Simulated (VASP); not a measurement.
# Bi (C2/m) in VASP: single point with PBE

Aim: the single point of Bi with PBE.

All numbers are computed with VASP 6.6.1; they aren't measurements. Logs are shortened: lines on timing, memory, paths and dates and some standing lists are left out, and cuts for length are marked.

## (1) The cell of the first run

Symmetry: C2/m, No. 12, monoclinic system. The conventional cell has a = 7.874 Å, b = 5.001 Å, c = 4.746 Å, α = 90.00°, β = 123.58°, γ = 90.00°. Within 4.0 Å of Bi (site symmetry m) lie 6 Bi at 3.07 to 3.68 Å.

## (2) Single point, PBE (strain +0.1000 x Voigt [1, 0, 0, 0, 0, 0])

File INCAR:

```
ALGO = Fast
EDIFF = 1E-6
ENCUT = 520
GGA = PE
ISIF = 2
ISMEAR = 0
LASPH = T
LCHARG = T
LELF = T
LREAL = F
LVHAR = T
LWAVE = F
NBANDS = 22
NELM = 100
PREC = Accurate
SIGMA = 0.15
```

File KPOINTS:

```
k-points
0
Gamma
  12 12 12
```

File POSCAR:

```
Bi
1.0
    2.5002996462      1.3123169762      3.9540000000
   -2.5002996462      1.3123169762      3.9540000000
    0.0000000000     -2.6246339523      3.9540000000
Bi
2
Direct
    0.2338900000      0.2338900000      0.2338900000
    0.7661100000      0.7661100000      0.7661100000
```

Potentials or basis: VASP PAW PBE potentials, release 64 (Bi_d).

The run is started by

```console
$ cat potpaw_PBE.64/Bi_d/POTCAR > POTCAR
$ mpirun -np 1 vasp_std > vasp.out
```

OUTCAR:

```text
EDIFF = 1E-6
   ENCUT = 520
   GGA = PE
   ISIF = 2
   ISMEAR = 0
   LASPH = T
   LREAL = F
   NELM = 100
   PREC = Accurate

 ion  position               nearest neighbor table
   1  0.234  0.234  0.234-   2 3.07   2 3.24   2 3.24   2 3.53   2 3.68   2 3.68
   2  0.766  0.766  0.766-   1 3.07   1 3.24   1 3.24   1 3.53   1 3.68   1 3.68

  LATTYP: Found a base centered monoclinic cell.
 ALAT       =     7.8739018570
 B/A-ratio  =     0.6350852961
 C/A-ratio  =     0.6027280173
 COS(beta)  =    -0.5530410463

  Lattice vectors:

 A1 = (   2.5002996462,   3.9369509285,   0.0000000000)
 A2 = (  -2.5002996462,   3.9369509285,   0.0000000000)
 A3 = (   0.0000000000,  -2.6246339523,   3.9540000000)

Analysis of symmetry for initial positions (statically):
=====================================================================
 Subroutine PRICEL returns:
 Original cell was already a primitive cell.

 Routine SETGRP: Setting up the symmetry group for a
 base centered monoclinic supercell.

 Subroutine GETGRP returns: Found  4 space group operations
 (whereof  4 operations were pure point group operations)
 out of a pool of  4 trial point group operations.

The static configuration has the point symmetry C_2h.

Analysis of symmetry for dynamics (positions and initial velocities):
=====================================================================
 Subroutine PRICEL returns:
 Original cell was already a primitive cell.

 Routine SETGRP: Setting up the symmetry group for a
 base centered monoclinic supercell.

 Subroutine GETGRP returns: Found  4 space group operations
 (whereof  4 operations were pure point group operations)
 out of a pool of  4 trial point group operations.

The dynamic configuration has the point symmetry C_2h.

 Subroutine INISYM returns: Found  4 space group operations
 (whereof  4 operations are pure point group operations),
 and found     1 'primitive' translations

----------------------------------------------------------------------------------------

                                     Primitive cell

  volume of cell :      77.8428

  direct lattice vectors                    reciprocal lattice vectors
     2.500299646  1.312316976  3.954000000     0.199976031  0.127001837  0.084302816
    -2.500299646  1.312316976  3.954000000    -0.199976031  0.127001837  0.084302816
     0.000000000 -2.624633952  3.954000000     0.000000000 -0.254003674  0.084302816

[... 74 lines left out ...]
   PREC   = accura    normal or accurate (medium, high low for compatibility)
   ISTART =      0    job   : 0-new  1-cont  2-samecut
   ICHARG =      2    charge: 1-file 2-atom 10-const
   ISPIN  =      1    spin polarized calculation?
   LNONCOLLINEAR =      F non collinear calculations
   LSORBIT =      F    spin-orbit coupling
   LASPH  =      T    aspherical Exc in radial PAW
   ENCUT  =  520.0 eV  38.22 Ry    6.18 a.u.   9.03  9.03  8.82*2*pi/ulx,y,z
   NELM   =    100;   NELMIN=  2; NELMDL= -5     # of ELM steps
   EDIFF  = 0.1E-05   stopping-criterion for ELM
   LREAL  =      F    real-space projection
   EDIFFG = 0.1E-04   stopping-criterion for IOM
   NSW    =      0    number of steps for IOM
   IBRION =     -1    ionic relax: 0-MD 1-quasi-New 2-CG
   NFREE  =      0    steps in history (QN), initial steepest desc. (CG)
   ISIF   =      2    stress and relaxation
   ISYM   =      2    0-nonsym 1-usesym 2-fastsym
   POTIM  = 0.5000    time-step for ionic-motion
   TEBEG  =    0.0;   TEEND  =   0.0 temperature during run
   PSTRESS=    0.0 pullay stress
   NELECT =      30.0000    total number of electrons
   NUPDOWN=      -1.0000    fix difference up-down
   EMIN   =  10.00;   EMAX   =-10.00  energy-range for DOS
   EFERMI =   0.00;   METHOD = LEGACY
   ISMEAR =     0;   SIGMA  =   0.15  broadening in eV -4-tet -1-fermi 0-gaus
   EFERMI_NEDOS =   21; number of points for ismear=-14 and -15
   IALGO  =     68    algorithm
   IMIX   =      4    mixing-type and parameters
     AMIX     =   0.40;   BMIX     =  1.00
     AMIX_MAG =   1.60;   BMIX_MAG =  1.00
  volume/ion in A,a.u.               =      38.92       262.65
  Fermi-wavevector in a.u.,A,eV,Ry     =   1.191358  2.251340 19.311215  1.419334
  Thomas-Fermi vector in A             =   2.327422
   LORBIT       =      0    0 simple, 1 ext, 2 COOP (PROOUT), +10 PAW based schemes
   GGA     = PE    functional components
   LHFCALC =     F    Hartree Fock is set to
   AEXX    =    0.0000 exact exchange contribution
   IVDW    =     0    specifies the selected vdW correction
   LEPSILON=     F    determine dielectric tensor
   LRPA    =     F    only Hartree local field effects (RPA)
 non-spin polarized calculation
 RMM-DIIS sequential band-by-band and
 Gauss-broadening in eV      SIGMA  =   0.15
  energy-cutoff  :      520.00
  volume of cell :       77.84
 maximum number of plane-waves:      2128
   NGX = 19   NGY = 19   NGZ = 17

 number of electron      30.0000001 magnetization

 Free energy of the ion-electron system (eV)
  ---------------------------------------------------
  ext. energy  EPLUGINS =         0.00000000
  ---------------------------------------------------
  free energy    TOTEN  =        -7.67049268 eV

  energy without entropy =       -7.66459009  energy(sigma->0) =       -7.66754138

 E-fermi :   5.1684     XC(G=0):  -9.0786

 val. band max:        5.1635883356   @ k =   0.5000   0.2500   0.3333
 cond. band min:       5.1701529802   @ k =   0.4167   0.0833   0.0833
 fundamental gap:      0.0065646446
 Fermi energy:         5.1683876930

 k-point     1 :       0.0000    0.0000    0.0000
  band No.  band energies     occupation
      1     -17.5889      2.00000
      2     -17.5304      2.00000
      3     -17.4613      2.00000
      4     -17.4451      2.00000
      5     -17.4295      2.00000
      6     -17.3346      2.00000
[... 589 lines left out ...]
     21      13.3328      0.00000
     22      15.0894      0.00000

 [... further k-points ...]
[... 5 lines left out ...]
  --------------------------------------------------------------------------------------
  -------------------------------------------------------------------------------------
  Total       -2.4533786     -0.2667493     -0.4651400      0.0000000      0.7415767      0.0000000
  in kB      -50.4959371     -5.4902874     -9.5736069      0.0000000     15.2632831      0.0000000
  external PRESSURE =     -21.8532771 kB  Pullay stress =       0.0000000 kB

 VOLUME and BASIS-vectors are now :
 -----------------------------------------------------------------------------
  energy-cutoff  :      520.00
  volume of cell :       77.84
      direct lattice vectors                 reciprocal lattice vectors
     2.500299646  1.312316976  3.954000000     0.199976031  0.127001837  0.084302816
    -2.500299646  1.312316976  3.954000000    -0.199976031  0.127001837  0.084302816
     0.000000000 -2.624633952  3.954000000     0.000000000 -0.254003674  0.084302816

 POSITION                                       TOTAL-FORCE (eV/Angst)
 -----------------------------------------------------------------------------------
      0.00000      0.00000      2.77440         0.000000      0.212068     -0.095549
      0.00000      0.00000      9.08760         0.000000     -0.212068      0.095549
 -----------------------------------------------------------------------------------
    total drift:                                0.000000     -0.000000      0.000000

  FREE ENERGIE OF THE ION-ELECTRON SYSTEM (eV)
  ---------------------------------------------------
  free  energy   TOTEN  =        -7.6704926780 eV

  energy  without entropy=       -7.6645900869  energy(sigma->0) =       -7.66754138
```

OSZICAR:

```text
N       E                     dE             d eps       ncg     rms          rms(c)
DAV:   1     0.304339592729E+03    0.30434E+03   -0.16156E+04 20964   0.158E+03
DAV:   2     0.181206037295E+02   -0.28622E+03   -0.27922E+03 21286   0.426E+02
DAV:   3    -0.677614937956E+01   -0.24897E+02   -0.24628E+02 25402   0.141E+02
DAV:   4    -0.763343133055E+01   -0.85728E+00   -0.85685E+00 25888   0.291E+01
DAV:   5    -0.766960306382E+01   -0.36172E-01   -0.36171E-01 29930   0.536E+00    0.966E-01
RMM:   6    -0.766851313582E+01    0.10899E-02   -0.14596E-02 24847   0.131E+00    0.597E-01
RMM:   7    -0.766998661803E+01   -0.14735E-02   -0.16703E-02 23932   0.130E+00    0.108E-01
RMM:   8    -0.767030173449E+01   -0.31512E-03   -0.42101E-03 27974   0.752E-01    0.248E-02
RMM:   9    -0.767049093811E+01   -0.18920E-03   -0.19587E-03 34985   0.350E-01    0.319E-02
RMM:  10    -0.767051454800E+01   -0.23610E-04   -0.18362E-04 35553   0.103E-01    0.413E-02
RMM:  11    -0.767050100693E+01    0.13541E-04   -0.39145E-05 25797   0.483E-02    0.183E-02
RMM:  12    -0.767049589861E+01    0.51083E-05   -0.14584E-05 25528   0.432E-02    0.102E-02
RMM:  13    -0.767049433011E+01    0.15685E-05   -0.46505E-06 24583   0.180E-02    0.636E-03
RMM:  14    -0.767049327637E+01    0.10537E-05   -0.14989E-06 13279   0.131E-02    0.310E-03
RMM:  15    -0.767049267802E+01    0.59835E-06   -0.88425E-07 12699   0.101E-02
   1 F= -.76704927E+01 E0= -.76675414E+01  d E =-.590259E-02
```

Run time: 6.8 min. Hardware: 1 thread of Intel Xeon Platinum 8488C (Sapphire Rapids), shared host; peak memory 0.69 GiB.

What came out:

```
Free energy            : -7.6705 eV
Pressure               : -2.2 GPa
Largest force          : 0.233 eV/Å
Band gap on the k mesh : zero (bands 15 and 16 overlap by 0.63 eV)
```

Forces on the atoms (eV/Å):
```
Bi   0.000  0.212 -0.096
Bi   0.000 -0.212  0.096
```

Levels at points of the mesh, in eV from the Fermi level:
```tsv
k point	band 12	band 13	band 14	band 15	band 16	band 17	band 18	band 19
(0.00, 0.00, 0.00)	-7.78	-1.47	-1.20	-0.55	2.10	2.60	3.44	5.26
(0.50, 0.00, 0.00)	-10.21	-0.95	-0.82	-0.04	-0.03	0.78	1.21	7.28
(0.50, 0.50, 0.00)	-9.72	-4.14	-2.96	-2.24	2.45	4.58	4.80	6.50
(0.00, 0.00, 0.50)	-10.31	-1.28	-0.94	-0.56	-0.48	0.74	0.86	7.85
(0.50, 0.00, 0.50)	-9.23	-4.05	-2.76	-2.23	2.58	4.20	5.46	5.67
(0.50, 0.50, 0.50)	-9.64	-1.13	-0.70	-0.53	0.40	0.57	0.94	7.03
```

Caveat: the cell differs from its parent crystal (strain +0.1000 x Voigt [1, 0, 0, 0, 0, 0]); spin-orbit coupling is left out, which moves the levels of the heavy elements.
